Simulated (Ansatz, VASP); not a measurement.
**One calculation of Bi, two programs**

```
Bi
1.0
    -2.05861    2.05861    2.05861
     2.05861   -2.05861    2.05861
     2.05861    2.05861   -2.05861
Bi
1
Direct
  0.00000 0.00000 0.00000
```

Alike in both runs: task single point; functional revPBE; k mesh 12 × 12 × 12; occupations fermi-dirac, width 0.1 eV; no spin polarisation.

```csv
,VASP,Ansatz
version,VASP 6.6.1,Ansatz 0.2.0
potentials or method,"VASP PAW PBE potentials, release 64 (Bi_d), cutoff 520 eV","plane waves (420 eV) with PAW, scalar-relativistic"
valence electrons in the cell,15,15
```

```csv
,VASP,Ansatz,Ansatz less VASP
pressure (GPa),-3.3,-3.3,+0.06
```

VASP's potentials were made for PBE, not for revPBE.

Spin-orbit coupling is off throughout.
